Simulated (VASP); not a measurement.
# Si2Mo (I4/mmm) in VASP: a series of runs

The runs below take Si2Mo through single point, with PBEsol.

All numbers are computed with VASP 6.6.1; they aren't measurements. Logs are shortened: lines on timing, memory, paths and dates and some standing lists are left out, and cuts for length are marked.

## Step 1: The cell of the first run

Symmetry: I4/mmm, No. 139, tetragonal system. The conventional cell has a = 3.081 Å, b = 3.081 Å, c = 7.941 Å, α = 90.00°, β = 90.00°, γ = 90.00°. Within 3.4 Å of Si (site symmetry 4mm) lie 5 Mo at 2.54 to 2.66 Å and 9 Si at 2.56 to 3.08 Å. Mo (site symmetry 4/mmm) has 10 Si at 2.54 to 2.66 Å and 4 Mo at 3.08 Å within 3.4 Å.

## Step 2: Single point, PBEsol

The input, INCAR:

```
SYSTEM = Si2Mo
  ALGO = Normal
  EDIFF = 1E-7
  ENCUT = 520
  GGA = PS
  ISIF = 2
  ISMEAR = 0
  ISYM = 0
  LASPH = .True.
  LCHARG = .False.
  LREAL = .False.
  LWAVE = .False.
  NBANDS = 18
  NELM = 100
  PREC = Accurate
  SIGMA = 0.1
```

The input, KPOINTS:

```
k-points
0
Gamma
  11 11 9
  0 0 0
```

The input, POSCAR:

```
Si2Mo
1.0
    3.0806203186      0.0000000000     -0.0000140415
    0.0000000000      3.0806203186      0.0000140415
   -1.5403287468      1.5403287468      3.9703291421
Si Mo
2 1
Direct
    0.3343554333      0.6656445667      0.6687190286
    0.6656445667      0.3343554333      0.3312809714
    0.0000000000      0.0000000000      0.0000000000
```

Potentials or basis: VASP PAW PBE potentials, release 64 (Si, Mo_sv).

Launch:

```console
cat potpaw_PBE.64/Si/POTCAR potpaw_PBE.64/Mo_sv/POTCAR > POTCAR
mpirun -np 1 vasp_std > vasp.out
```

OUTCAR:

```text
SYSTEM = Si2Mo
   EDIFF = 1E-7
   ENCUT = 520
   GGA = PS
   ISIF = 2
   ISMEAR = 0
   ISYM = 0
   LASPH = .True.
   LREAL = .False.
   NELM = 100
   PREC = Accurate

 ion  position               nearest neighbor table
   1  0.334  0.666  0.669-   3 2.54   3 2.54   3 2.54   3 2.54   2 2.56   2 2.56   2 2.56   2 2.56
                             2 2.63   3 2.66
   2  0.666  0.334  0.331-   3 2.54   3 2.54   3 2.54   3 2.54   1 2.56   1 2.56   1 2.56   1 2.56
                             1 2.63   3 2.66
   3  0.000  0.000  0.000-   1 2.54   2 2.54   2 2.54   1 2.54   2 2.54   1 2.54   1 2.54   2 2.54
                             2 2.66   1 2.66

IMPORTANT INFORMATION: All symmetrisations will be switched off!
NOSYMM: (Re-)initialisation of all symmetry stuff for point group C_1.

----------------------------------------------------------------------------------------

                                     Primitive cell

  volume of cell :      37.6792

  direct lattice vectors                    reciprocal lattice vectors
     3.080620319  0.000000000 -0.000014041     0.324610522 -0.000000574  0.125936109
     0.000000000  3.080620319  0.000014041    -0.000000574  0.324610522 -0.125936109
    -1.540328747  1.540328747  3.970329142     0.000001148 -0.000001148  0.251869178

  length of vectors
     3.080620319  3.080620319  4.528657504     0.348183707  0.348183707  0.251869178

  position of ions in fractional coordinates (direct lattice)
     0.334355433  0.665644567  0.668719029
     0.665644567  0.334355433  0.331280971
     0.000000000  0.000000000  0.000000000

  ion indices of the primitive-cell ions
   primitive index   ion index
                 1           1
                 2           2
                 3           3

----------------------------------------------------------------------------------------

 KPOINTS: k-points

Automatic generation of k-mesh.
 Grid dimensions read from file:
 generate k-points for:   11   11    9

 Generating k-lattice:

  Cartesian coordinates                     Fractional coordinates (reciprocal lattice)
     0.029510047 -0.000000052  0.011448737     0.090909091 -0.000000000 -0.000000000
    -0.000000052  0.029510047 -0.011448737    -0.000000000  0.090909091  0.000000000
     0.000000128 -0.000000128  0.027985464    -0.000000000  0.000000000  0.111111111

  Length of vectors
     0.031653064  0.031653064  0.027985464

  Shift w.r.t. Gamma in fractional coordinates (k-lattice)
     0.000000000  0.000000000  0.000000000

 -----------------------------------------------------------------------------
|                                                                             |
|           W    W    AA    RRRRR   N    N  II  N    N   GGGG   !!!           |
|           W    W   A  A   R    R  NN   N  II  NN   N  G    G  !!!           |
|           W    W  A    A  R    R  N N  N  II  N N  N  G       !!!           |
|           W WW W  AAAAAA  RRRRR   N  N N  II  N  N N  G  GGG   !            |
|           WW  WW  A    A  R   R   N   NN  II  N   NN  G    G                |
|           W    W  A    A  R    R  N    N  II  N    N   GGGG   !!!           |
|                                                                             |
|     Your reciprocal lattice and k-lattice belong to different lattice       |
|     classes:                                                                |
|                                                                             |
|        The reciprocal lattice is body-centered tetragonal,                  |
|        whereas your k-lattice is base-centered monoclinic.                  |
|                                                                             |
|     Results are often still useful ...                                      |
|                                                                             |
 -----------------------------------------------------------------------------

 WARNING: IBZKPT: internal override: KBLOWUP is changed to .FALSE.
      ... skipping the blow-up phase ...

 Subroutine IBZKPT returns following result:
 ===========================================

 Found    545 irreducible k-points:

 Following reciprocal coordinates:
            Coordinates               Weight
  0.000000  0.000000  0.000000      1.000000
  0.090909  0.000000  0.000000      2.000000
  0.181818  0.000000  0.000000      2.000000
  0.272727  0.000000  0.000000      2.000000
  0.363636  0.000000  0.000000      2.000000
  0.454545  0.000000 -0.000000      2.000000
[... 16 lines left out ...]
  0.454545  0.181818 -0.000000      2.000000
 -0.454545  0.181818  0.000000      2.000000
 [... further k-points ...]
   k-points           NKPTS =    545   k-points in BZ     NKDIM =    545   number of bands    NBANDS=     18
   number of dos      NEDOS =    301   number of ions     NIONS =      3
   total plane-waves  NPLWV =  20736
   dimension x,y,z NGX =    24 NGY =   24 NGZ =   36
   dimension x,y,z NGXF=    48 NGYF=   48 NGZF=   72
   ions per type =               2   1
   NGX,Y,Z   is equivalent  to a cutoff of  12.95, 12.95, 13.22 a.u.
   NGXF,Y,Z  is equivalent  to a cutoff of  25.90, 25.90, 26.43 a.u.
 SYSTEM =  Si2Mo
   PREC   = accura    normal or accurate (medium, high low for compatibility)
   ISTART =      0    job   : 0-new  1-cont  2-samecut
   ICHARG =      2    charge: 1-file 2-atom 10-const
   ISPIN  =      1    spin polarized calculation?
   LNONCOLLINEAR =      F non collinear calculations
   LSORBIT =      F    spin-orbit coupling
   LASPH  =      T    aspherical Exc in radial PAW
   ENCUT  =  520.0 eV  38.22 Ry    6.18 a.u.   5.73  5.73  8.42*2*pi/ulx,y,z
   NELM   =    100;   NELMIN=  2; NELMDL= -5     # of ELM steps
   EDIFF  = 0.1E-06   stopping-criterion for ELM
   LREAL  =      F    real-space projection
   EDIFFG = 0.1E-05   stopping-criterion for IOM
   NSW    =      0    number of steps for IOM
   IBRION =     -1    ionic relax: 0-MD 1-quasi-New 2-CG
   NFREE  =      0    steps in history (QN), initial steepest desc. (CG)
   ISIF   =      2    stress and relaxation
   ISYM   =      0    0-nonsym 1-usesym 2-fastsym
   POTIM  = 0.5000    time-step for ionic-motion
   TEBEG  =    0.0;   TEEND  =   0.0 temperature during run
   PSTRESS=    0.0 pullay stress
   NELECT =      22.0000    total number of electrons
   NUPDOWN=      -1.0000    fix difference up-down
   EMIN   =  10.00;   EMAX   =-10.00  energy-range for DOS
   EFERMI =   0.00;   METHOD = LEGACY
   ISMEAR =     0;   SIGMA  =   0.10  broadening in eV -4-tet -1-fermi 0-gaus
   EFERMI_NEDOS =   21; number of points for ismear=-14 and -15
   IALGO  =     38    algorithm
   IMIX   =      4    mixing-type and parameters
     AMIX     =   0.40;   BMIX     =  1.00
     AMIX_MAG =   1.60;   BMIX_MAG =  1.00
  volume/ion in A,a.u.               =      12.56        84.76
  Fermi-wavevector in a.u.,A,eV,Ry     =   1.368302  2.585716 25.473511  1.872250
  Thomas-Fermi vector in A             =   2.494278
   LORBIT       =      0    0 simple, 1 ext, 2 COOP (PROOUT), +10 PAW based schemes
   GGA     = PS    functional components
   LHFCALC =     F    Hartree Fock is set to
   AEXX    =    0.0000 exact exchange contribution
   IVDW    =     0    specifies the selected vdW correction
   LEPSILON=     F    determine dielectric tensor
   LRPA    =     F    only Hartree local field effects (RPA)
 non-spin polarized calculation
 Gauss-broadening in eV      SIGMA  =   0.10
  energy-cutoff  :      520.00
  volume of cell :       37.68
 maximum number of plane-waves:      1039
   NGX = 11   NGY = 11   NGZ = 17

 number of electron      22.0000001 magnetization

 Free energy of the ion-electron system (eV)
  ---------------------------------------------------
  ext. energy  EPLUGINS =         0.00000000
  ---------------------------------------------------
  free energy    TOTEN  =       -24.91546968 eV

  energy without entropy =      -24.91407429  energy(sigma->0) =      -24.91477198

 E-fermi :  13.3397     XC(G=0): -12.8287

 val. band max:       13.2544686173   @ k =  -0.0909  -0.0909   0.4444
 cond. band min:      13.3686772800   @ k =   0.0000   0.0000   0.4444
 fundamental gap:      0.1142086628
 Fermi energy:        13.3396782387

 k-point     1 :       0.0000    0.0000    0.0000
  band No.  band energies     occupation
      1     -47.3215      2.00000
      2     -21.5902      2.00000
      3     -21.3924      2.00000
      4     -21.3917      2.00000
      5      -0.7871      2.00000
      6       6.3163      2.00000
[... 10 lines left out ...]
     17      18.5097      0.00000
     18      18.5108      0.00000

 k-point     2 :       0.0909    0.0000    0.0000
  band No.  band energies     occupation
      1     -47.3191      2.00000
      2     -21.5873      2.00000
      3     -21.4236      2.00000
      4     -21.3891      2.00000
      5      -0.6250      2.00000
      6       6.3499      2.00000
[... 10 lines left out ...]
     17      18.7757      0.00000
     18      19.5488      0.00000

 k-point     3 :       0.1818    0.0000    0.0000
  band No.  band energies     occupation
      1     -47.3124      2.00000
      2     -21.5797      2.00000
      3     -21.5073      2.00000
      4     -21.3812      2.00000
      5      -0.1501      2.00000
      6       6.3612      2.00000
[... 10 lines left out ...]
     17      19.9140      0.00000
     18      21.3598      0.00000

 k-point     4 :       0.2727    0.0000    0.0000
  band No.  band energies     occupation
      1     -47.3037      2.00000
      2     -21.6156      2.00000
      3     -21.5692      2.00000
      4     -21.3708      2.00000
      5       0.6047      2.00000
      6       6.0029      2.00000
[... 10 lines left out ...]
     17      21.0504      0.00000
     18      22.6967      0.00000

 k-point     5 :       0.3636    0.0000    0.0000
  band No.  band energies     occupation
      1     -47.2957      2.00000
      2     -21.7131      2.00000
      3     -21.5599      2.00000
      4     -21.3612      2.00000
      5       1.5874      2.00000
      6       5.1083      2.00000
[... 10 lines left out ...]
     17      20.5516      0.00000
     18      22.4234      0.00000

 k-point     6 :       0.4545    0.0000   -0.0000
  band No.  band energies     occupation
      1     -47.2910      2.00000
      2     -21.7705      2.00000
      3     -21.5543      2.00000
      4     -21.3555      2.00000
      5       2.7152      2.00000
      6       3.9808      2.00000
[... 10 lines left out ...]
     17      20.0258      0.00000
     18      20.8889      0.00000

 k-point     7 :       0.0000    0.0909    0.0000
  band No.  band energies     occupation
      1     -47.3191      2.00000
      2     -21.5873      2.00000
      3     -21.4236      2.00000
      4     -21.3891      2.00000
      5      -0.6250      2.00000
      6       6.3499      2.00000
[... 10 lines left out ...]
     17      18.7757      0.00000
     18      19.5488      0.00000

 k-point     8 :       0.0909    0.0909    0.0000
  band No.  band energies     occupation
      1     -47.3166      2.00000
      2     -21.5834      2.00000
      3     -21.4230      2.00000
      4     -21.4178      2.00000
      5      -0.5075      2.00000
      6       6.5818      2.00000
[... 10 lines left out ...]
     17      19.0876      0.00000
     18      19.8343      0.00000
[... 229 lines left out ...]
     17      19.6027      0.00000
     18      21.4021      0.00000

 k-point    20 :       0.1818    0.1818    0.0000
  band No.  band energies     occupation
      1     -47.3035      2.00000
      2     -21.5655      2.00000
      3     -21.5009      2.00000
      4     -21.4872      2.00000
      5       0.2969      2.00000
      6       7.1980      2.00000
[... 10 lines left out ...]
     17      20.9847      0.00000
     18      21.3515      0.00000

 k-point    21 :       0.2727    0.1818    0.0000
  band No.  band energies     occupation
      1     -47.2950      2.00000
      2     -21.6006      2.00000
      3     -21.5544      2.00000
      4     -21.4810      2.00000
      5       0.9506      2.00000
      6       6.8556      2.00000
[... 10 lines left out ...]
     17      19.3531      0.00000
     18      21.3100      0.00000

 k-point    22 :       0.3636    0.1818    0.0000
  band No.  band energies     occupation
      1     -47.2870      2.00000
      2     -21.6962      2.00000
      3     -21.5452      2.00000
      4     -21.4698      2.00000
      5       1.8444      2.00000
      6       5.6632      2.00000
[... 10 lines left out ...]
     17      20.4298      0.00000
     18      21.4097      0.00000

 k-point    23 :       0.4545    0.1818   -0.0000
  band No.  band energies     occupation
      1     -47.2823      2.00000
      2     -21.7524      2.00000
      3     -21.5407      2.00000
      4     -21.4632      2.00000
      5       2.9184      2.00000
      6       4.4838      2.00000
[... 10 lines left out ...]
     17      20.9136      0.00000
     18      21.9992      0.00000

 k-point    24 :      -0.4545    0.1818    0.0000
  band No.  band energies     occupation
      1     -47.2823      2.00000
      2     -21.7525      2.00000
      3     -21.5424      2.00000
      4     -21.4633      2.00000
      5       3.3516      2.00000
      6       4.0674      2.00000
[... 10 lines left out ...]
     17      20.8140      0.00000
     18      22.7729      0.00000

 [... further k-points ...]
[... 5 lines left out ...]
  --------------------------------------------------------------------------------------
  -------------------------------------------------------------------------------------
  Total        4.6716520      4.6716522      0.1092619      0.0178251      0.0000652     -0.0000655
  in kB      198.6459626    198.6459701      4.6459855      0.7579508      0.0027739     -0.0027838
  external PRESSURE =     133.9793060 kB  Pullay stress =       0.0000000 kB

 VOLUME and BASIS-vectors are now :
 -----------------------------------------------------------------------------
  energy-cutoff  :      520.00
  volume of cell :       37.68
      direct lattice vectors                 reciprocal lattice vectors
     3.080620319  0.000000000 -0.000014041     0.324610522 -0.000000574  0.125936109
     0.000000000  3.080620319  0.000014041    -0.000000574  0.324610522 -0.125936109
    -1.540328747  1.540328747  3.970329142     0.000001148 -0.000001148  0.251869178

 POSITION                                       TOTAL-FORCE (eV/Angst)
 -----------------------------------------------------------------------------------
     -0.00003      3.08065      2.65504        -0.000036      0.000036     -0.010156
      1.54032      1.54030      1.31529         0.000036     -0.000036      0.010157
      0.00000      0.00000      0.00000        -0.000000     -0.000000     -0.000000
 -----------------------------------------------------------------------------------
    total drift:                               -0.000000     -0.000000     -0.000000

  FREE ENERGIE OF THE ION-ELECTRON SYSTEM (eV)
  ---------------------------------------------------
  free  energy   TOTEN  =       -24.9154696761 eV

  energy  without entropy=      -24.9140742895  energy(sigma->0) =      -24.91477198
```

It took 92 s on 1 thread of Intel Xeon 6975P-C (Granite Rapids), shared host; peak memory 0.43 GiB.

What came out:

```
Free energy            : -24.9155 eV
Pressure               : 13.4 GPa
Largest force          : 0.010 eV/Å
Band gap on the k mesh : zero (band 11 reaches 14.00 eV, above the bottom of band 12 at 12.98 eV)
```

Forces in eV/Å, atoms in the order of the input:
```
Si   0.000  0.000 -0.010
Si   0.000  0.000  0.010
Mo   0.000  0.000  0.000
```

Levels at points of the mesh, in eV from the Fermi level:
| k point | band 8 | band 9 | band 10 | band 11 | band 12 | band 13 | band 14 | band 15 |
| --- | --- | --- | --- | --- | --- | --- | --- | --- |
| (0.00, 0.00, 0.00) | -3.60 | -2.70 | -2.70 | 0.57 | 2.81 | 3.73 | 3.98 | 4.02 |

Caveat: the PAW data sets were made with another functional, which shifts forces and pressure a little.

## Step 3: Single point, PBEsol

This run uses another cell than the first one, of 12.90 Å³/atom, 1.027 times its volume.

The input, INCAR:

```
SYSTEM = Si2Mo
PREC     = Accurate       ! precision mode
ENCUT    = 520            ! plane-wave cutoff, eV
EDIFF    = 1E-6           ! SCF threshold, eV
ISMEAR   = 0              ! smearing method
SIGMA    = 0.1            ! smearing width, eV
LREAL    = .FALSE.        ! projectors in reciprocal space
LASPH    = .TRUE.         ! aspherical terms in the spheres
NELM     = 100            ! most SCF steps
ALGO     = Normal         ! electronic algorithm
ISIF     = 2              ! what is computed and relaxed
LWAVE    = .FALSE.        ! write WAVECAR
LCHARG   = .FALSE.        ! write CHGCAR
GGA      = PS             ! functional
ISYM     = 0            
NBANDS   = 18             ! bands
```

The input, KPOINTS:

```
Automatic mesh
0
G
  11 11 9
  0 0 0
```

The input, POSCAR:

```
Si2Mo
1.0
    3.0806203186      0.0000000000      0.0000000000
    0.0000000000      3.0806203186      0.0000000000
   -1.5403101593      1.5403101593      4.0780081066
Si Mo
2 1
Direct
    0.3350596654      0.6649403346      0.6701193309
    0.6649403346      0.3350596654      0.3298806691
    0.0000000000      0.0000000000      0.0000000000
```

Potentials or basis: VASP PAW PBE potentials, release 64 (Si, Mo_sv).

Launch:

```console
cat potpaw_PBE.64/Si/POTCAR potpaw_PBE.64/Mo_sv/POTCAR > POTCAR
mpirun -np 1 vasp_std > vasp.out
```

Wall time 86 s (1 thread of Intel Xeon 6975P-C (Granite Rapids), shared host); peak memory 0.44 GiB.

Results (log left out):

- Free energy: -24.8773 eV
- Pressure: 6.7 GPa
- Largest force: 0.015 eV/Å
- Band gap on the k mesh: zero (band 11 reaches 13.69 eV, above the bottom of band 12 at 12.66 eV)

Forces in eV/Å, atoms in the order of the input:
```
Si  -0.002  0.002  0.015
Si   0.002 -0.002 -0.015
Mo   0.000  0.000  0.000
```

Stress tensor (GPa, compression positive):
```
 15.97   0.03   0.01
  0.03  15.97  -0.01
  0.01  -0.01 -11.94
```

Levels at points of the mesh, in eV from the Fermi level:
```
           k point  band 8  band 9  band 10  band 11  band 12  band 13  band 14  band 15
(0.00, 0.00, 0.00)   -3.54   -2.51    -2.51     0.66     2.94     3.57     3.73     4.06
```

Caveat: the PAW data sets were made with another functional, which shifts forces and pressure a little.
